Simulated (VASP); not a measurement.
# Hf (Im-3m) in VASP: notebook

Runs on Hf. Level: r2SCAN. Tasks: single point, relaxation of cell and atoms.

All numbers are computed with VASP 6.6.1; they aren't measurements. Logs are shortened: lines on timing, memory, paths and dates and some standing lists are left out, and cuts for length are marked.

### 1 The cell of the first run

It takes space group Im-3m (No. 229, cubic). Conventional cell: a = 3.489 Å, b = 3.489 Å, c = 3.489 Å, α = 90.00°, β = 90.00°, γ = 90.00°. Within 4.0 Å of Hf (site symmetry m-3m) lie 14 Hf at 3.02 to 3.49 Å.

This isn't the form of Hf at room conditions, which is hcp.

### 2 Single point, r2SCAN

Input file POSCAR:

```
Hf
1.0
   -1.7447111291      1.7447111291      1.7447111291
    1.7447111291     -1.7447111291      1.7447111291
    1.7447111291      1.7447111291     -1.7447111291
Hf
1
Direct
    0.0000000000      0.0000000000      0.0000000000
```

Input file INCAR.step1:

```
SYSTEM = Hf
ALGO = Normal
EDIFF = 1E-5
ENCUT = 550
GGA = PE
GGA_COMPAT = .False.
ISMEAR = -1
LASPH = .True.
LCHARG = .False.
LREAL = .False.
LWAVE = .True.
NBANDS = 11
NELM = 120
PREC = Accurate
SIGMA = 0.1
```

Input file INCAR.step2:

```
SYSTEM = Hf
ALGO = Normal
EDIFF = 1E-6
ENCUT = 550
GGA_COMPAT = .False.
ISIF = 2
ISMEAR = -1
ISTART = 1
LASPH = .True.
LCHARG = .False.
LMIXTAU = .True.
LREAL = .False.
LWAVE = .False.
METAGGA = R2SCAN
NBANDS = 11
NELM = 120
PREC = Accurate
SIGMA = 0.1
```

Input file KPOINTS:

```
k-points
0
Gamma
  10 10 10
  0 0 0
```

Potentials or basis: VASP PAW PBE potentials, release 64 (Hf_pv).

The run is started by

```console
$ cat potpaw_PBE.64/Hf_pv/POTCAR > POTCAR
$ cp INCAR.step1 INCAR
$ mpirun -np 1 vasp_std > vasp.out
$ cp INCAR.step2 INCAR
$ mpirun -np 1 vasp_std > vasp.out
```

OUTCAR:

```text
SYSTEM = Hf
   EDIFF = 1E-6
   ENCUT = 550
   ISIF = 2
   ISMEAR = -1
   ISTART = 1
   LASPH = .True.
   LREAL = .False.
   METAGGA = R2SCAN
   NELM = 120
   PREC = Accurate

 ion  position               nearest neighbor table
   1  0.000  0.000  0.000-

  LATTYP: Found a body centered cubic cell.
 ALAT       =     3.4894222582

  Lattice vectors:

 A1 = (  -1.7447111291,   1.7447111291,   1.7447111291)
 A2 = (   1.7447111291,  -1.7447111291,   1.7447111291)
 A3 = (   1.7447111291,   1.7447111291,  -1.7447111291)

Analysis of symmetry for initial positions (statically):
=====================================================================
 Subroutine PRICEL returns:
 Original cell was already a primitive cell.

 Routine SETGRP: Setting up the symmetry group for a
 body centered cubic supercell.

 Subroutine GETGRP returns: Found 48 space group operations
 (whereof 48 operations were pure point group operations)
 out of a pool of 48 trial point group operations.

The static configuration has the point symmetry O_h .

Analysis of symmetry for dynamics (positions and initial velocities):
=====================================================================
 Subroutine PRICEL returns:
 Original cell was already a primitive cell.

 Routine SETGRP: Setting up the symmetry group for a
 body centered cubic supercell.

 Subroutine GETGRP returns: Found 48 space group operations
 (whereof 48 operations were pure point group operations)
 out of a pool of 48 trial point group operations.

The dynamic configuration has the point symmetry O_h .

 Subroutine INISYM returns: Found 48 space group operations
 (whereof 48 operations are pure point group operations),
 and found     1 'primitive' translations

----------------------------------------------------------------------------------------

                                     Primitive cell

  volume of cell :      21.2437

  direct lattice vectors                    reciprocal lattice vectors
    -1.744711129  1.744711129  1.744711129     0.000000000  0.286580392  0.286580392
     1.744711129 -1.744711129  1.744711129     0.286580392  0.000000000  0.286580392
     1.744711129  1.744711129 -1.744711129     0.286580392  0.286580392  0.000000000

  length of vectors
     3.021928320  3.021928320  3.021928320     0.405285878  0.405285878  0.405285878

  position of ions in fractional coordinates (direct lattice)
     0.000000000  0.000000000  0.000000000

  ion indices of the primitive-cell ions
   primitive index   ion index
                 1           1

----------------------------------------------------------------------------------------

 KPOINTS: k-points

Automatic generation of k-mesh.
 Grid dimensions read from file:
 generate k-points for:   10   10   10

 Generating k-lattice:

  Cartesian coordinates                     Fractional coordinates (reciprocal lattice)
     0.000000000  0.028658039  0.028658039     0.100000000  0.000000000  0.000000000
     0.028658039  0.000000000  0.028658039     0.000000000  0.100000000  0.000000000
     0.028658039  0.028658039  0.000000000     0.000000000  0.000000000  0.100000000

  Length of vectors
     0.040528588  0.040528588  0.040528588

  Shift w.r.t. Gamma in fractional coordinates (k-lattice)
     0.000000000  0.000000000  0.000000000

 Subroutine IBZKPT returns following result:
 ===========================================

 Found     47 irreducible k-points:

 Following reciprocal coordinates:
            Coordinates               Weight
  0.000000  0.000000  0.000000      1.000000
  0.100000  0.000000  0.000000     12.000000
  0.200000  0.000000  0.000000     12.000000
  0.300000  0.000000  0.000000     12.000000
  0.400000  0.000000  0.000000     12.000000
  0.500000  0.000000  0.000000      6.000000
[... 16 lines left out ...]
  0.300000  0.300000  0.100000      8.000000
 -0.300000  0.300000  0.100000     24.000000
 [... further k-points ...]
   k-points           NKPTS =     47   k-points in BZ     NKDIM =     47   number of bands    NBANDS=     11
   number of dos      NEDOS =    301   number of ions     NIONS =      1
   total plane-waves  NPLWV =  13824
   dimension x,y,z NGX =    24 NGY =   24 NGZ =   24
   dimension x,y,z NGXF=    48 NGYF=   48 NGZF=   48
   ions per type =               1
   NGX,Y,Z   is equivalent  to a cutoff of  13.20, 13.20, 13.20 a.u.
   NGXF,Y,Z  is equivalent  to a cutoff of  26.41, 26.41, 26.41 a.u.
 SYSTEM =  Hf
   PREC   = accura    normal or accurate (medium, high low for compatibility)
   ISTART =      1    job   : 0-new  1-cont  2-samecut
   ICHARG =      0    charge: 1-file 2-atom 10-const
   ISPIN  =      1    spin polarized calculation?
   LNONCOLLINEAR =      F non collinear calculations
   LSORBIT =      F    spin-orbit coupling
   LASPH  =      T    aspherical Exc in radial PAW
   ENCUT  =  550.0 eV  40.42 Ry    6.36 a.u.   5.78  5.78  5.78*2*pi/ulx,y,z
   NELM   =    120;   NELMIN=  2; NELMDL=  0     # of ELM steps
   EDIFF  = 0.1E-05   stopping-criterion for ELM
   LREAL  =      F    real-space projection
   EDIFFG = 0.1E-04   stopping-criterion for IOM
   NSW    =      0    number of steps for IOM
   IBRION =     -1    ionic relax: 0-MD 1-quasi-New 2-CG
   NFREE  =      0    steps in history (QN), initial steepest desc. (CG)
   ISIF   =      2    stress and relaxation
   ISYM   =      2    0-nonsym 1-usesym 2-fastsym
   POTIM  = 0.5000    time-step for ionic-motion
   TEBEG  =    0.0;   TEEND  =   0.0 temperature during run
   PSTRESS=    0.0 pullay stress
   NELECT =      10.0000    total number of electrons
   NUPDOWN=      -1.0000    fix difference up-down
   EMIN   =  10.00;   EMAX   =-10.00  energy-range for DOS
   EFERMI =   0.00;   METHOD = LEGACY
   ISMEAR =    -1;   SIGMA  =   0.10  broadening in eV -4-tet -1-fermi 0-gaus
   EFERMI_NEDOS =   21; number of points for ismear=-14 and -15
   IALGO  =     38    algorithm
   IMIX   =      4    mixing-type and parameters
     AMIX     =   0.40;   BMIX     =  1.00
     AMIX_MAG =   1.60;   BMIX_MAG =  1.00
  volume/ion in A,a.u.               =      21.24       143.36
  Fermi-wavevector in a.u.,A,eV,Ry     =   1.273497  2.406561 22.065860  1.621795
  Thomas-Fermi vector in A             =   2.406317
   LORBIT       =      0    0 simple, 1 ext, 2 COOP (PROOUT), +10 PAW based schemes
   METAGGA = R2SCAN    functional components
   LHFCALC =     F    Hartree Fock is set to
   AEXX    =    0.0000 exact exchange contribution
   IVDW    =     0    specifies the selected vdW correction
   LEPSILON=     F    determine dielectric tensor
   LRPA    =     F    only Hartree local field effects (RPA)
 non-spin polarized calculation
  energy-cutoff  :      550.00
  volume of cell :       21.24
 maximum number of plane-waves:       638
   NGX = 11   NGY = 11   NGZ = 11

 number of electron       9.9999998 magnetization

 Free energy of the ion-electron system (eV)
  ---------------------------------------------------
  ext. energy  EPLUGINS =         0.00000000
  ---------------------------------------------------
  free energy    TOTEN  =       -44.96015503 eV

  energy without entropy =      -44.90460617  energy(sigma->0) =      -44.93238060

 E-fermi :   4.8096     XC(G=0): -12.4310

 val. band max:        4.7823577031   @ k =   0.3000   0.1000   0.1000
 cond. band min:       4.8357196887   @ k =   0.3000   0.2000   0.0000
 fundamental gap:      0.0533619856
 Fermi energy:         4.8095574274

 k-point     1 :       0.0000    0.0000    0.0000
  band No.  band energies     occupation
      1     -25.9547      2.00000
      2     -25.9547      2.00000
      3     -25.9547      2.00000
      4      -2.7424      2.00000
      5       6.6239      0.00000
      6       6.6239      0.00000
      7       6.6239      0.00000
      8       9.5958      0.00000
      9       9.5958      0.00000
     10      17.1486      0.00000
     11      19.0132      0.00000

 k-point     2 :       0.1000    0.0000    0.0000
  band No.  band energies     occupation
      1     -26.0574      2.00000
      2     -25.9857      2.00000
      3     -25.9554      2.00000
      4      -2.3398      2.00000
      5       6.3340      0.00000
      6       6.4752      0.00000
      7       7.0201      0.00000
      8       9.1837      0.00000
      9       9.5900      0.00000
     10      17.1486      0.00000
     11      19.3847      0.00000

 k-point     3 :       0.2000    0.0000    0.0000
  band No.  band energies     occupation
      1     -26.3181      2.00000
      2     -26.0658      2.00000
      3     -25.9572      2.00000
      4      -1.2518      2.00000
      5       5.6709      0.00036
      6       5.8257      0.00008
      7       8.1724      0.00000
      8       8.9367      0.00000
      9       9.6523      0.00000
     10      17.1485      0.00000
     11      19.7042      0.00000

 k-point     4 :       0.3000    0.0000    0.0000
  band No.  band energies     occupation
      1     -26.6254      2.00000
      2     -26.1631      2.00000
      3     -25.9596      2.00000
      4       0.1074      2.00000
      5       4.9843      0.29684
      6       5.1570      0.06007
      7       9.2707      0.00000
      8       9.9037      0.00000
      9       9.9544      0.00000
     10      17.1483      0.00000
     11      18.3748      0.00000

 k-point     5 :       0.4000    0.0000    0.0000
  band No.  band energies     occupation
      1     -26.8633      2.00000
      2     -26.2405      2.00000
      3     -25.9615      2.00000
      4       0.9828      2.00000
      5       4.5025      1.91133
      6       5.3759      0.00692
      7       9.5524      0.00000
      8      10.3132      0.00000
      9      12.0258      0.00000
     10      16.7127      0.00000
     11      17.1805      0.00000
[... 211 lines left out ...]
 k-point    21 :       0.3000    0.2000    0.1000
  band No.  band energies     occupation
      1     -26.7482      2.00000
      2     -26.4025      2.00000
      3     -26.1385      2.00000
      4       2.8258      2.00000
      5       4.0300      1.99918
      6       4.6176      1.74413
      7      10.1412      0.00000
      8      10.5933      0.00000
      9      13.6698      0.00000
     10      14.9882      0.00000
     11      17.1489      0.00000

 k-point    22 :      -0.2000    0.2000    0.1000
  band No.  band energies     occupation
      1     -26.3201      2.00000
      2     -26.0987      2.00000
      3     -26.0347      2.00000
      4      -0.8901      2.00000
      5       5.9182      0.00003
      6       5.9841      0.00002
      7       7.6546      0.00000
      8       8.0337      0.00000
      9      10.4048      0.00000
     10      17.1485      0.00000
     11      20.1385      0.00000

 k-point    23 :       0.3000    0.3000    0.1000
  band No.  band energies     occupation
      1     -26.5887      2.00000
      2     -26.5887      2.00000
      3     -26.1690      2.00000
      4       3.3363      2.00000
      5       4.2610      1.99174
      6       4.2610      1.99174
      7      10.4842      0.00000
      8      10.4842      0.00000
      9      12.5618      0.00000
     10      16.5762      0.00000
     11      16.5762      0.00000

 k-point    24 :      -0.3000    0.3000    0.1000
  band No.  band energies     occupation
      1     -26.6112      2.00000
      2     -26.1977      2.00000
      3     -26.0336      2.00000
      4       0.4483      2.00000
      5       5.0092      0.23919
      6       5.3481      0.00913
      7       8.1334      0.00000
      8       9.8105      0.00000
      9      10.5500      0.00000
     10      17.1481      0.00000
     11      18.0726      0.00000

 [... further k-points ...]

------------------------ aborting loop because EDIFF is reached ----------------------------------------

  FORCE on cell =-STRESS in cart. coord.  units (eV):
  Direction    XX          YY          ZZ          XY          YZ          ZX
  --------------------------------------------------------------------------------------
  -------------------------------------------------------------------------------------
  Total        0.6173588      0.6173588      0.6173588     -0.0000000     -0.0000000      0.0000000
  in kB       46.5604988     46.5604988     46.5604988     -0.0000000     -0.0000000      0.0000000
  external PRESSURE =      46.5604988 kB  Pullay stress =       0.0000000 kB

 VOLUME and BASIS-vectors are now :
 -----------------------------------------------------------------------------
  energy-cutoff  :      550.00
  volume of cell :       21.24
      direct lattice vectors                 reciprocal lattice vectors
    -1.744711129  1.744711129  1.744711129     0.000000000  0.286580392  0.286580392
     1.744711129 -1.744711129  1.744711129     0.286580392  0.000000000  0.286580392
     1.744711129  1.744711129 -1.744711129     0.286580392  0.286580392  0.000000000

 POSITION                                       TOTAL-FORCE (eV/Angst)
 -----------------------------------------------------------------------------------
      0.00000      0.00000      0.00000         0.000000      0.000000     -0.000000
 -----------------------------------------------------------------------------------
    total drift:                                0.000000      0.000000     -0.000000

  FREE ENERGIE OF THE ION-ELECTRON SYSTEM (eV)
  ---------------------------------------------------
  free  energy   TOTEN  =       -44.9601550269 eV

  energy  without entropy=      -44.9046061716  energy(sigma->0) =      -44.93238060
```

It took 19 s on 1 thread of Intel Xeon Platinum 8488C (Sapphire Rapids), shared host; peak memory 0.14 GiB.

What came out:

* Free energy: -44.9602 eV
* Pressure: 4.7 GPa
* Band gap on the k mesh: zero (bands 5 and 6 overlap by 2.64 eV)

Levels at points of the mesh, in eV from the Fermi level:
```tsv
k point	band 3	band 4	band 5	band 6	band 7	band 8
(0.00, 0.00, 0.00)	-30.76	-7.55	1.81	1.81	1.81	4.79
(0.50, 0.00, 0.00)	-30.77	-3.64	-0.48	1.07	4.69	5.74
(0.50, 0.50, 0.50)	-31.45	-2.95	-2.95	7.50	7.50	7.50
```

Caveat: the cell stands under pressure; the PAW data sets were made with another functional, which shifts forces and pressure a little; spin-orbit coupling is left out, which moves the levels of the heavy elements.

(Part 1 of 2 ends here.)
